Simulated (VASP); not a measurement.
# Si: single point with LDA

Si:

```
CELL_PARAMETERS angstrom
-2.60849 0.00000 0.00000
-1.30425 -2.25902 0.00000
-0.78255 0.00000 9.88304
ATOMIC_POSITIONS crystal
Si 0.73750 0.00000 0.87500
Si 0.96250 0.00000 0.12500
Si 0.88750 0.00000 0.37500
Si 0.81250 0.00000 0.62500
```

- Program: VASP 6.6.1
- Task: single point
- Functional: LDA
- Potentials or basis: VASP PAW LDA potentials, release 64 (Si)
- Cutoff: 520 eV
- k mesh: 26 × 26 × 6
- Occupations: gaussian, width 0.15 eV
- Spin: no spin polarisation

```
Pressure               : -0.4 GPa
Largest force          : 0.307 eV/Å
Band gap on the k mesh : zero (band 8 reaches 17.39 eV, above the bottom of band 9 at 7.03 eV)
```

Forces on the atoms (eV/Å):
```
Si  -0.290  0.000  0.100
Si   0.290  0.000 -0.100
Si   0.058  0.000  0.013
Si  -0.058  0.000 -0.013
```

Stress tensor (GPa, compression positive):
```
 0.90  0.00  4.16
 0.00  0.39  0.00
 4.16  0.00 -2.36
```

Levels at points of the mesh, in eV from the Fermi level:
```csv
k point,band 5,band 6,band 7,band 8,band 9,band 10,band 11,band 12
"(0.00, 0.00, 0.00)",-7.22,-1.25,-1.17,7.63,7.70,10.54,10.65,11.00
"(0.50, 0.00, 0.00)",-5.38,-5.27,-3.31,-2.24,-1.43,1.36,3.79,3.98
"(0.00, 0.50, 0.00)",-5.52,-5.51,-3.00,-2.02,-1.96,1.47,4.04,4.23
"(0.00, 0.00, 0.50)",-4.92,-4.89,3.00,3.13,10.55,10.70,10.92,11.11
"(0.50, 0.00, 0.50)",-4.88,-4.67,-3.81,-3.35,0.22,1.02,3.34,3.55
"(0.00, 0.50, 0.50)",-4.41,-4.37,-4.06,-4.04,0.89,1.00,3.23,3.25
```

Wall time 17 min on 1 thread of AMD EPYC 7R43 64-Core Processor (Zen 3), on a shared host, peak memory 0.67 GiB.
